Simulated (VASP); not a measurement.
A run of VASP 6.6.1 is set up as follows.

INCAR

```
PREC     = Accurate       # precision mode
ENCUT    = 520            # plane-wave cutoff, eV
EDIFF    = 1E-7           # SCF threshold, eV
ISMEAR   = 0              # smearing method
SIGMA    = 0.1            # smearing width, eV
LREAL    = F              # projectors in reciprocal space
LASPH    = T              # aspherical terms in the spheres
NELM     = 100            # most SCF steps
ALGO     = Normal         # electronic algorithm
ISIF     = 2              # what is computed and relaxed
LWAVE    = F              # write WAVECAR
LCHARG   = F              # write CHGCAR
GGA      = PE             # functional
NBANDS   = 14             # bands
```

The input KPOINTS:

```
Automatic mesh
0
Gamma
  16 16 16
```

Contents of POSCAR:

```
HfC
1.0
    0.0000000000      2.2738267500      2.2738267500
    2.2738267500      0.0000000000      2.2738267500
    2.2738267500      2.2738267500      0.0000000000
Hf C
1 1
Direct
    0.5000000000      0.5000000000      0.5000000000
    0.0000000000      0.0000000000      0.0000000000
```

Potentials or basis: VASP PAW PBE potentials, release 64 (Hf_pv, C).

Run with:

```sh
$ cat potpaw_PBE.64/Hf_pv/POTCAR potpaw_PBE.64/C/POTCAR > POTCAR
$ mpirun -np 1 vasp_std > vasp.out
```

Problem. Predict the pressure.

Solution. 17.7 GPa.

Problem. Estimate the band gap on the k mesh.

Solution. Zero (band 7 reaches 7.51 eV, above the bottom of band 8 at 6.05 eV).

Caveat: the cell differs from its parent crystal (strained); spin-orbit coupling is left out, which moves the levels of the heavy elements.
